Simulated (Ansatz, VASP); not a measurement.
## One calculation of GaAs, two programs

File POSCAR:

```
GaAs
1.0
    0.0000000000      2.8330831912      2.8330831912
    2.8330831912      0.0000000000      2.8330831912
    2.8330831912      2.8330831912      0.0000000000
Ga As
1 1
Direct
    0.0000000000      0.0000000000      0.0000000000
    0.2500000000      0.2500000000      0.2500000000
```

INCAR.step1

```
PREC = Accurate ; ENCUT = 520
ISMEAR = 0 ; SIGMA = 0.01
LREAL = F ; LASPH = T
NELM = 80 ; NBANDS = 16
GGA = PE ; ALGO = Normal
EDIFF = 1E-4 ; LWAVE = T
LCHARG = F
```

File INCAR.step2:

```
PREC = Accurate ; ENCUT = 520
EDIFF = 1E-6 ; ISMEAR = 0
SIGMA = 0.01 ; LREAL = F
LASPH = T ; NELM = 80
ALGO = Normal ; ISIF = 2
LWAVE = F ; LCHARG = F
METAGGA = R2SCAN ; LMIXTAU = T
NBANDS = 16 ; ISTART = 1
```

File KPOINTS:

```
Automatic mesh
0
Gamma
  6 6 6
```

Input for Ansatz:

```yaml
crystal:
  lattice:
    - [0.0, 2.8330831912, 2.8330831912]
    - [2.8330831912, 0.0, 2.8330831912]
    - [2.8330831912, 2.8330831912, 0.0]
  atoms:
    - { symbol: Ga, position: [0.0, 0.0, 0.0] }
    - { symbol: As, position: [0.25, 0.25, 0.25] }
kpoints:
  mp_grid: { grid: [6, 6, 6] }
hamiltonian:
  xc: r2scan
scf:
  occupations: { method: fixed }
  n_extra_bands: 4
output:
  forces: true
  stress: true
  eigenvalues: true
```

Alike in both runs: task single point; functional r2SCAN; k mesh 6 × 6 × 6; no spin polarisation.

|  | VASP | Ansatz |
| --- | --- | --- |
| version | VASP 6.6.1 | Ansatz 0.2.0 |
| potentials or method | VASP PAW PBE potentials, release 64 (Ga_d, As) | plane waves, PAW |
| plane-wave cutoff (eV) | 520 | 500 |
| occupations | gaussian, width 0.01 eV | fixed |
| valence electrons in the cell | 18 | 28 |

```tsv
	VASP	Ansatz	Ansatz less VASP
gap on the k mesh at the Fermi level (eV)	0.94	0.96	+0.019
pressure (GPa)	0.1	0.0	-0.13
```

VASP's potentials were made for PBE, not for r2SCAN. VASP's potentials hold 18 valence electrons a cell and Ansatz's 28, so a difference there can come from the potentials and not from the codes.
